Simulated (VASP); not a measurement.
Runs of VASP 6.6.1 on ZnSe (zincblende type). The structure is that of space group F-43m (No. 216), or close to it. The cells are those of the table. 

```csv
task,cell,cutoff (eV),gap on the mesh (eV),pressure (GPa)
single point,"a = 3.838 Å, angles 60.0°, 2 atoms",520,2.46,11.3
single point,"a = 3.590 Å, angles 60.0°, 2 atoms",520,2.42,(a)
single point,"a = 3.718 Å, angles 60.0°, 2 atoms",520,2.78,24.3
single point,"a = 3.923 Å, angles 60.0°, 2 atoms",520,2.15,4.8
single point,"a = 4.005 Å, angles 60.0°, 2 atoms",520,1.87,0.1
single point,"a = 3.282 Å, angles 60.0°, 2 atoms",520,1.33,(b)
relaxation of cell and atoms,"relaxed from a = 4.073 Å, angles 60.0°, 2 atoms",600,1.87,0.0
```

Alike in all rows: level r2SCAN; potentials or basis VASP PAW PBE potentials, release 64 (Zn, Se); no spin polarisation; k mesh 11 × 11 × 11; smearing fermi-dirac 0.05 eV.

Q: Fill in the values left out.

A: (a) 45.4; (b) 150.4.

Caveats: the PAW data sets were made with another functional, which shifts forces and pressure a little.

A k mesh can miss the band edges, and the runs leave out spin-orbit coupling on Se.
